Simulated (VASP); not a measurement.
Crystal: Ca.

```
Ca
1.0
     0.00000    2.79420    2.79420
     2.79420    0.00000    2.79420
     2.79420    2.79420    0.00000
Ca
1
Direct
  0.00000 0.00000 0.00000
```

| Item | Value |
| --- | --- |
| Program | VASP 6.6.1 |
| Task | relaxation of cell and atoms |
| Functional | PBE |
| Dispersion | D3(BJ) |
| Potentials or basis | VASP PAW PBE potentials, release 64 (Ca_sv) |
| Cutoff | 600 eV |
| k mesh | 8 × 8 × 8 |
| Occupations | fermi-dirac, width 0.05 eV |
| Spin | no spin polarisation |

At the start: pressure -1.3 GPa; volume 43.63 Å³/atom.

Question: Where does the relaxation end?

Answer: Over 3 steps the energy falls by 15.0 meV/atom and the volume is 40.20 Å³/atom (-7.9 %); space group Fm-3m (No. 225, to 0.05 Å).

Step by step:
| step | energy change (eV) | largest force (eV/Å) | pressure (GPa) | volume (Å³) |
| --- | --- | --- | --- | --- |
| 1 | 0.0000 | 0.0000 | -1.33 | 43.63 |
| 2 | -0.0131 | 0.0000 | -0.51 | 41.38 |
| 3 | -0.0150 | 0.0000 | -0.01 | 40.20 |

Final structure:
```cif
data_structure
_symmetry_space_group_name_H-M 'P 1'
_symmetry_Int_Tables_number 1
_cell_length_a 3.8452
_cell_length_b 3.8452
_cell_length_c 3.8452
_cell_angle_alpha 60.000
_cell_angle_beta 60.000
_cell_angle_gamma 60.000
_cell_volume 40.20
loop_
_atom_site_label
_atom_site_type_symbol
_atom_site_fract_x
_atom_site_fract_y
_atom_site_fract_z
_atom_site_occupancy
Ca1 Ca 0.00000 0.00000 0.00000 1
```

Caveat: pairwise dispersion overbinds metals, which lowers pressure and volume.
